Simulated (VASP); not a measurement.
Here is a VASP 6.6.1 calculation.

INCAR

```
SYSTEM = Li2GePbS4
ALGO = Normal ; EDIFF = 1E-6
ENCUT = 650 ; GGA = PE
GGA_COMPAT = .False. ; ISIF = 2
ISMEAR = -1 ; LASPH = .True.
LCHARG = .False. ; LREAL = .False.
LWAVE = .False. ; NBANDS = 39
NELM = 120 ; PREC = Accurate
SIGMA = 0.1
```

File KPOINTS:

```
k-points
0
Gamma
  3 3 3
  0 0 0
```

File POSCAR:

```
Li2GePbS4
1.0
    5.7003140000      0.3596400000     -0.7426660000
    0.9231290000      5.9764090000     -0.3997900000
    0.2368030000      0.0317840000      5.3149610000
Pb Ge S Li
1 1 4 2
Direct
    0.1928612550      0.6027148591      0.7287902715
    0.7561138178      0.7833065744      0.9346452702
    0.1362082937      0.0109726809      0.0281531768
    0.7239225741      0.8338043944      0.4204127446
    0.3596283894      0.2019897593      0.5092446141
   -0.0703039776      0.4542464789      0.1627667307
    0.5425966444      0.1449534819      0.1502091985
    0.9682831976      0.0870520813      0.6315689919
```

Potentials or basis: VASP PAW PBE potentials, release 64 (Pb_d, Ge_d, S, Li_sv).

The run is started by

```bash
$ cat potpaw_PBE.64/Pb_d/POTCAR potpaw_PBE.64/Ge_d/POTCAR potpaw_PBE.64/S/POTCAR potpaw_PBE.64/Li_sv/POTCAR > POTCAR
$ mpirun -np 1 vasp_std > vasp.out
```

(1) What does it give for the pressure?

(2) Predict the largest force.

(3) Predict the band gap on the k mesh.

Answers

(1) 1.5 GPa.

(2) 1.228 eV/Å.

(3) 0.20 eV (least direct gap 0.32 eV).

Caveat: spin-orbit coupling is left out, which moves the levels of the heavy elements.
